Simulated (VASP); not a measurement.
A run of VASP 6.6.1 is set up as follows.

Contents of INCAR:

```
  PREC = Accurate
  ENCUT = 520
  EDIFF = 1E-6
  ISMEAR = -1
  SIGMA = 0.15
  LREAL = F
  LASPH = T
  NELM = 60
  ALGO = Normal
  ISIF = 2
  LWAVE = F
  LCHARG = T
  GGA = PE
  LELF = T
  LVHAR = T
  NBANDS = 13
```

Contents of KPOINTS:

```
Automatic mesh
0
Gamma
  4 4 4
```

File POSCAR:

```
Sn
1.0
    0.0000000000      2.4101000000      2.4101000000
    2.4101000000      0.0000000000      2.4101000000
    2.4101000000      2.4101000000      0.0000000000
Sn
1
Direct
    0.0000000000      0.0000000000      0.0000000000
```

Potentials or basis: VASP PAW PBE potentials, release 64 (Sn_d).

Run with:

```console
$ cat potpaw_PBE.64/Sn_d/POTCAR > POTCAR
$ mpirun -np 1 vasp_std > vasp.out
```

Question: Estimate the pressure.

Answer: 0.0 GPa.

Question: Predict the band gap on the k mesh.

Answer: Zero (band 7 reaches 15.24 eV, above the bottom of band 8 at 6.09 eV).

Caveat: the k points lie up to 0.56 Å⁻¹ apart; spin-orbit coupling is left out, which moves the levels of the heavy elements.
